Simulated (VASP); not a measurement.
# ZnSe (P6_3/mmc) in VASP: G0W0 quasiparticle levels with PBE

Aim: the G0W0 quasiparticle levels of ZnSe with PBE.

Program: VASP 6.6.1. These are calculated values, not measurements. Logs are shortened: lines on timing, memory, paths and dates and some standing lists are left out, and cuts for length are marked.

## (1) The cell of the first run

The structure is hexagonal, space group P6_3/mmc (No. 194). The conventional cell has a = 4.151 Å, b = 4.151 Å, c = 6.175 Å, α = 90.00°, β = 90.00°, γ = 120.00°. Within 3.2 Å of Zn (site symmetry -6m2) lie 5 Se at 2.40 to 3.09 Å. Within 3.2 Å of Se (site symmetry -6m2) lie 5 Zn at 2.40 to 3.09 Å.

## (2) G0W0 quasiparticle levels, PBE

The input, POSCAR:

```
ZnSe
1.0
    4.1513888412      0.0000000000      0.0000000000
   -2.0756944206      3.5952081974      0.0000000000
    0.0000000000      0.0000000000      6.1747441704
Zn Se
2 2
Direct
    0.3333333333      0.6666666667      0.2500000000
    0.6666666667      0.3333333333      0.7500000000
    0.6666666667      0.3333333333      0.2500000000
    0.3333333333      0.6666666667      0.7500000000
```

The input, INCAR.step1:

```
PREC = Accurate
ENCUT = 500
EDIFF = 1E-8
ISMEAR = 0
SIGMA = 0.01
LREAL = False
LASPH = True
NELM = 100
ALGO = Normal
LWAVE = True
LCHARG = False
GGA = PE
```

The input, INCAR.step2:

```
PREC = Accurate
ENCUT = 500
EDIFF = 1E-8
ISMEAR = 0
SIGMA = 0.01
LREAL = False
LASPH = True
NELM = 1
ALGO = Exact
LWAVE = True
LCHARG = False
GGA = PE
NBANDS = 167
LOPTICS = True
ISTART = 1
```

The input, INCAR.step3:

```
PREC = Accurate
ENCUT = 500
EDIFF = 1E-8
ISMEAR = 0
SIGMA = 0.01
LREAL = False
LASPH = True
ALGO = EVGW0
LWAVE = False
LCHARG = False
GGA = PE
NELMGW = 1
NBANDS = 167
ENCUTGW = 80.0
NOMEGA = 96
PRECFOCK = Fast
ISTART = 1
NBANDSGW = 26
OMEGAMAX = 20
```

The input, KPOINTS:

```
regular mesh
0
Gamma
  6 6 2
```

Potentials or basis: VASP PAW PBE potentials, release 64 (Zn_GW, Se_GW).

Command:

```
$ cat potpaw_PBE.64/Zn_GW/POTCAR potpaw_PBE.64/Se_GW/POTCAR > POTCAR
$ cp INCAR.step1 INCAR
$ mpirun -np 1 vasp_std > vasp.out
$ cp INCAR.step2 INCAR
$ mpirun -np 1 vasp_std > vasp.out
$ cp INCAR.step3 INCAR
$ mpirun -np 1 vasp_std > vasp.out
```

OUTCAR:

```text
PREC = Accurate
   ENCUT = 500
   EDIFF = 1E-8
   ISMEAR = 0
   LREAL = False
   LASPH = True
   GGA = PE
   NELMGW = 1
   ENCUTGW = 80.0
   PRECFOCK = Fast
   ISTART = 1

 ion  position               nearest neighbor table
   1  0.333  0.667  0.250-   3 2.40   3 2.40   3 2.40
   2  0.667  0.333  0.750-   4 2.40   4 2.40   4 2.40
   3  0.667  0.333  0.250-   1 2.40   1 2.40   1 2.40
   4  0.333  0.667  0.750-   2 2.40   2 2.40   2 2.40

  LATTYP: Found a hexagonal cell.
 ALAT       =     4.1513888412
 C/A-ratio  =     1.4873923900

  Lattice vectors:

 A1 = (   4.1513888412,   0.0000000000,   0.0000000000)
 A2 = (  -2.0756944206,   3.5952081974,   0.0000000000)
 A3 = (   0.0000000000,   0.0000000000,   6.1747441704)

Analysis of symmetry for initial positions (statically):
=====================================================================
 Subroutine PRICEL returns:
 Original cell was already a primitive cell.

 Routine SETGRP: Setting up the symmetry group for a
 hexagonal supercell.

 Subroutine GETGRP returns: Found 24 space group operations
 (whereof 12 operations were pure point group operations)
 out of a pool of 24 trial point group operations.

The static configuration has the point symmetry D_3d.
 The point group associated with its full space group is D_6h.

Analysis of symmetry for dynamics (positions and initial velocities):
=====================================================================
 Subroutine PRICEL returns:
 Original cell was already a primitive cell.

 Routine SETGRP: Setting up the symmetry group for a
 hexagonal supercell.

 Subroutine GETGRP returns: Found 24 space group operations
 (whereof 12 operations were pure point group operations)
 out of a pool of 24 trial point group operations.

The dynamic configuration has the point symmetry D_3d.
 The point group associated with its full space group is D_6h.

 Subroutine INISYM returns: Found 24 space group operations
 (whereof 12 operations are pure point group operations),
 and found     1 'primitive' translations

----------------------------------------------------------------------------------------

                                     Primitive cell

  volume of cell :      92.1587

  direct lattice vectors                    reciprocal lattice vectors
     4.151388841  0.000000000  0.000000000     0.240883241  0.139074004  0.000000000
    -2.075694421  3.595208197  0.000000000     0.000000000  0.278148008  0.000000000
     0.000000000  0.000000000  6.174744170     0.000000000  0.000000000  0.161950029

  length of vectors
     4.151388841  4.151388841  6.174744170     0.278148008  0.278148008  0.161950029

  position of ions in fractional coordinates (direct lattice)
     0.333333333  0.666666667  0.250000000
     0.666666667  0.333333333  0.750000000
     0.666666667  0.333333333  0.250000000
     0.333333333  0.666666667  0.750000000

  ion indices of the primitive-cell ions
   primitive index   ion index
                 1           1
                 2           2
                 3           3
                 4           4

----------------------------------------------------------------------------------------

 KPOINTS: regular mesh

Automatic generation of k-mesh.
 Grid dimensions read from file:
 generate k-points for:    6    6    2

 Generating k-lattice:

  Cartesian coordinates                     Fractional coordinates (reciprocal lattice)
     0.040147207  0.023179001  0.000000000     0.166666667  0.000000000  0.000000000
     0.000000000  0.046358001  0.000000000     0.000000000  0.166666667  0.000000000
     0.000000000  0.000000000  0.080975015     0.000000000  0.000000000  0.500000000

  Length of vectors
     0.046358001  0.046358001  0.080975015

  Shift w.r.t. Gamma in fractional coordinates (k-lattice)
     0.000000000  0.000000000  0.000000000

 Subroutine IBZKPT returns following result:
 ===========================================

 Found     14 irreducible k-points:

 Following reciprocal coordinates:
            Coordinates               Weight
  0.000000  0.000000  0.000000      1.000000
  0.166667  0.000000  0.000000      6.000000
  0.333333  0.000000  0.000000      6.000000
  0.500000  0.000000  0.000000      3.000000
  0.166667  0.166667  0.000000      6.000000
  0.333333  0.166667  0.000000     12.000000
  0.333333  0.333333  0.000000      2.000000
  0.000000  0.000000  0.500000      1.000000
  0.166667  0.000000  0.500000      6.000000
  0.333333  0.000000  0.500000      6.000000
  0.500000  0.000000  0.500000      3.000000
  0.166667  0.166667  0.500000      6.000000
  0.333333  0.166667  0.500000     12.000000
  0.333333  0.333333  0.500000      2.000000
   k-points           NKPTS =     14   k-points in BZ     NKDIM =     72   number of bands    NBANDS=    167
   number of dos      NEDOS =    301   number of ions     NIONS =      4
   total plane-waves  NPLWV =  43200
   dimension x,y,z NGX =    30 NGY =   30 NGZ =   48
   dimension x,y,z NGXF=    60 NGYF=   60 NGZF=   96
   ions per type =               2   2
   NGX,Y,Z   is equivalent  to a cutoff of  12.01, 12.01, 12.92 a.u.
   NGXF,Y,Z  is equivalent  to a cutoff of  24.03, 24.03, 25.85 a.u.
 SYSTEM =  unknown system
   PREC   = accura    normal or accurate (medium, high low for compatibility)
   ISTART =      1    job   : 0-new  1-cont  2-samecut
   ICHARG =      0    charge: 1-file 2-atom 10-const
   ISPIN  =      1    spin polarized calculation?
   LNONCOLLINEAR =      F non collinear calculations
   LSORBIT =      F    spin-orbit coupling
   LASPH  =      T    aspherical Exc in radial PAW
   ENCUT  =  500.0 eV  36.75 Ry    6.06 a.u.   7.57  7.57 11.26*2*pi/ulx,y,z
   NELM   =     60;   NELMIN=  2; NELMDL=  0     # of ELM steps
   EDIFF  = 0.1E-07   stopping-criterion for ELM
   LREAL  =      F    real-space projection
   EDIFFG = 0.1E-06   stopping-criterion for IOM
   NSW    =      0    number of steps for IOM
   IBRION =     -1    ionic relax: 0-MD 1-quasi-New 2-CG
   NFREE  =      0    steps in history (QN), initial steepest desc. (CG)
   ISIF   =      0    stress and relaxation
   ISYM   =      3    0-nonsym 1-usesym 2-fastsym
   POTIM  = 0.5000    time-step for ionic-motion
   TEBEG  =    0.0;   TEEND  =   0.0 temperature during run
   PSTRESS=    0.0 pullay stress
   NELECT =      36.0000    total number of electrons
   NUPDOWN=      -1.0000    fix difference up-down
   EMIN   =  10.00;   EMAX   =-10.00  energy-range for DOS
   EFERMI =   0.00;   METHOD = LEGACY
   ISMEAR =     0;   SIGMA  =   0.01  broadening in eV -4-tet -1-fermi 0-gaus
   EFERMI_NEDOS =   21; number of points for ismear=-14 and -15
   IALGO  =     38    algorithm
   IMIX   =      4    mixing-type and parameters
     AMIX     =   0.40;   BMIX     =  1.00
     AMIX_MAG =   1.60;   BMIX_MAG =  1.00
  volume/ion in A,a.u.               =      23.04       155.48
  Fermi-wavevector in a.u.,A,eV,Ry     =   1.196732  2.261495 19.485817  1.432167
  Thomas-Fermi vector in A             =   2.332665
   LORBIT       =      0    0 simple, 1 ext, 2 COOP (PROOUT), +10 PAW based schemes
   GGA     = PE    functional components
   LHFCALC =     T    Hartree Fock is set to
   PRECFOCK=fast      Normal, Fast or Accurate (Low or Medium for compatibility)
   ENCUT4O =  -1.0   cutoff for four orbital integrals eV
   NKREDX  =     1    reduce k-point grid by
   NKREDY  =     1    reduce k-point grid by
   NKREDZ  =     1    reduce k-point grid by
   AEXX    =    1.0000 exact exchange contribution
   HFSCREEN=    0.0000 screening length (either q_TF or 0.3 A-1)
   HFSCREENC=   0.0000 screening length for correlation (either q_TF or 0.3 A-1)
   ENCUTFOCK=  -1.0 apply spherical cutoff to Coloumb kernel
   IVDW    =     0    specifies the selected vdW correction
   LEPSILON=     F    determine dielectric tensor
   LRPA    =     F    only Hartree local field effects (RPA)
   LRPAFORCE           =     F    calculate RPA forces
   ENCUTGW             =  80.0    cutoff for response function in eV
   ENCUTGWSOFT         =  64.0    soft cutoff for Coulomb kernel in GW response function in eV
   ENCUTLF             =  -1.0    cutoff for local field effects
   NELMGW              =     1    number of iterations in solving QP/BSE equation
   NELMHF              =     1    number of iterations in the inner HF iteration
   NKREDLFX            =     1    NKREDLFY  =   1   NKREDLFZ  =   1
 non-spin polarized calculation
 Gauss-broadening in eV      SIGMA  =   0.01
  energy-cutoff  :      500.00
  volume of cell :       92.16
 maximum number of plane-waves:      2361
  NGX = 18; NGY = 18; NGZ = 28
   NGX = 15   NGY = 15   NGZ = 23
 maximum number of plane-waves:       159
 NGX is ok and might be reduce to    14

 QP shifts <psi_nk| G(iteration)W_0 |psi_nk>: iteration 1
 for sc-GW calculations column KS-energies equals QP-energies in previous step
 and V_xc(KS)=  KS-energies - (<T + V_ion + V_H > + <T+V_H+V_ion>^1  + <V_x>^1)

 k-point   1 :       0.0000    0.0000    0.0000
  band No.  KS-energies  QP-energies   sigma(KS)   V_xc(KS)     V^pw_x(r,r')   Z            occupation Imag(sigma)

      1     -10.6232     -10.8747     -12.7323     -12.3401     -19.8789       0.6410       2.0000       1.0645
      2      -9.7644      -9.9788     -13.3682     -13.0370     -20.3061       0.6474       2.0000       0.9231
      3      -4.2243      -6.1241     -22.3515     -19.5008     -30.4654       0.6664       2.0000       0.1659
      4      -4.2243      -6.1241     -22.3515     -19.5008     -30.4654       0.6664       2.0000       0.1659
      5      -4.2048      -6.1244     -22.4729     -19.5950     -30.6374       0.6670       2.0000       0.1640
      6      -4.2048      -6.1244     -22.4729     -19.5950     -30.6374       0.6670       2.0000       0.1640
[... 18 lines left out ...]
     25      10.4327      10.7171      -9.0060      -9.4003      -3.5612       0.7211       0.0000      -0.2011
     26      11.4382      11.3713      -7.8961      -7.8077      -3.1795       0.7566       0.0000      -0.1884

 k-point   2 :       0.1667    0.0000    0.0000
  band No.  KS-energies  QP-energies   sigma(KS)   V_xc(KS)     V^pw_x(r,r')   Z            occupation Imag(sigma)

      1     -10.4722     -10.7172     -12.8102     -12.4267     -19.9081       0.6392       2.0000       1.0459
      2      -9.6876      -9.9063     -13.4238     -13.0890     -20.3309       0.6531       2.0000       0.9196
      3      -4.2097      -6.0931     -22.1605     -19.3381     -30.1935       0.6673       2.0000       0.1686
      4      -4.1956      -6.1008     -22.3192     -19.4646     -30.4149       0.6674       2.0000       0.1663
      5      -4.1719      -6.0881     -22.4799     -19.6089     -30.6222       0.6675       2.0000       0.1646
      6      -4.1484      -6.0873     -22.6326     -19.7294     -30.8345       0.6678       2.0000       0.1620
[... 18 lines left out ...]
     25      10.0247      10.4228      -9.8824     -10.4187      -5.2873       0.7423       0.0000      -0.1461
     26      10.9778      11.1587      -8.8192      -9.0653      -4.0411       0.7351       0.0000      -0.1727

 k-point   3 :       0.3333    0.0000    0.0000
  band No.  KS-energies  QP-energies   sigma(KS)   V_xc(KS)     V^pw_x(r,r')   Z            occupation Imag(sigma)

      1     -10.1090     -10.3464     -13.0409     -12.6727     -20.0226       0.6449       2.0000       1.0045
      2      -9.5594      -9.7782     -13.5094     -13.1759     -20.3707       0.6562       2.0000       0.9143
      3      -4.1332      -5.9739     -21.7015     -18.9492     -29.5230       0.6688       2.0000       0.1763
      4      -4.0996      -6.0055     -22.2658     -19.4124     -30.2824       0.6680       2.0000       0.1692
      5      -4.0550      -6.0114     -22.8289     -19.9014     -31.0578       0.6683       2.0000       0.1609
      6      -4.0265      -6.0058     -22.9981     -20.0364     -31.2874       0.6683       2.0000       0.1577
[... 294 lines left out ...]
      1      -9.6883      -9.9166     -13.3744     -13.0268     -20.2406       0.6567       2.0000       0.9482
      2      -9.6883      -9.9166     -13.3744     -13.0268     -20.2406       0.6567       2.0000       0.9482
      3      -4.0623      -5.9588     -22.1405     -19.3070     -30.0813       0.6693       2.0000       0.1724
      4      -4.0623      -5.9588     -22.1405     -19.3070     -30.0813       0.6693       2.0000       0.1724
      5      -3.9564      -5.9944     -23.1762     -20.1291     -31.5046       0.6689       2.0000       0.1569
      6      -3.9564      -5.9944     -23.1762     -20.1291     -31.5046       0.6689       2.0000       0.1569
[... 18 lines left out ...]
     25      11.1808      11.3940      -9.0547      -9.3405      -4.3002       0.7458       0.0000      -0.1862
     26      11.1808      11.3940      -9.0547      -9.3405      -4.3002       0.7458       0.0000      -0.1862

 k-point  14 :       0.3333    0.3333    0.5000
  band No.  KS-energies  QP-energies   sigma(KS)   V_xc(KS)     V^pw_x(r,r')   Z            occupation Imag(sigma)

      1      -9.6141      -9.8434     -13.4426     -13.0950     -20.2869       0.6597       2.0000       0.9385
      2      -9.6141      -9.8434     -13.4426     -13.0950     -20.2869       0.6597       2.0000       0.9385
      3      -4.0145      -5.9767     -22.5507     -19.6204     -30.6040       0.6696       2.0000       0.1690
      4      -4.0145      -5.9767     -22.5507     -19.6204     -30.6040       0.6696       2.0000       0.1690
      5      -3.9315      -5.9615     -23.3517     -20.3191     -31.7317       0.6694       2.0000       0.1527
      6      -3.9315      -5.9615     -23.3517     -20.3191     -31.7317       0.6694       2.0000       0.1527
[... 18 lines left out ...]
     25      10.4825      10.8765      -9.4178      -9.9500      -4.3911       0.7405       0.0000      -0.2164
     26      10.4825      10.8765      -9.4178      -9.9500      -4.3911       0.7405       0.0000      -0.2164
```

Run time: 20 min. Hardware: 1 thread of Intel Xeon 6975P-C (Granite Rapids), shared host; peak memory 1.8 GiB.

Results:

| Item | Value |
| --- | --- |
| Quasiparticle gap | 1.28 eV |
| Least direct quasiparticle gap | 1.28 eV |
| Band gap of the starting levels on the mesh | 0.33 eV |
| Least direct gap of the starting levels on the mesh | 0.33 eV |

Caveat: the k points lie up to 0.51 Å⁻¹ apart; bands, screening cutoff and mesh are small and nothing is extrapolated, so the quasiparticle values aren't converged.
